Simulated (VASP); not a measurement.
Here is a VASP 6.6.1 calculation.

The input INCAR:

```
PREC = Accurate
ENCUT = 520
EDIFF = 1E-6
ISMEAR = -1
SIGMA = 0.03
LREAL = False
LASPH = True
NELM = 100
ALGO = Normal
ISIF = 2
LWAVE = False
LCHARG = True
GGA = CA
LELF = True
LVHAR = True
NBANDS = 16
```

KPOINTS

```
regular mesh
0
Gamma
  11 11 11
```

The input POSCAR:

```
HgTe
1.0
    0.0000000000      3.1576958214      3.1576958214
    3.1576958214      0.0000000000      3.1576958214
    3.1576958214      3.1576958214      0.0000000000
Hg Te
1 1
Direct
    0.0000000000      0.0000000000      0.0000000000
    0.7500000000      0.7500000000      0.7500000000
```

Potentials or basis: VASP PAW LDA potentials, release 64 (Hg, Te).

The run is started by

```console
$ cat potpaw_LDA.64/Hg/POTCAR potpaw_LDA.64/Te/POTCAR > POTCAR
$ mpirun -np 1 vasp_std > vasp.out
```

**Question.** Predict the pressure.

**Answer.** 3.4 GPa.

**Question.** Estimate the band gap on the k mesh.

**Answer.** Zero (filled and empty bands touch).

Caveat: spin-orbit coupling is left out, which moves the levels of the heavy elements.
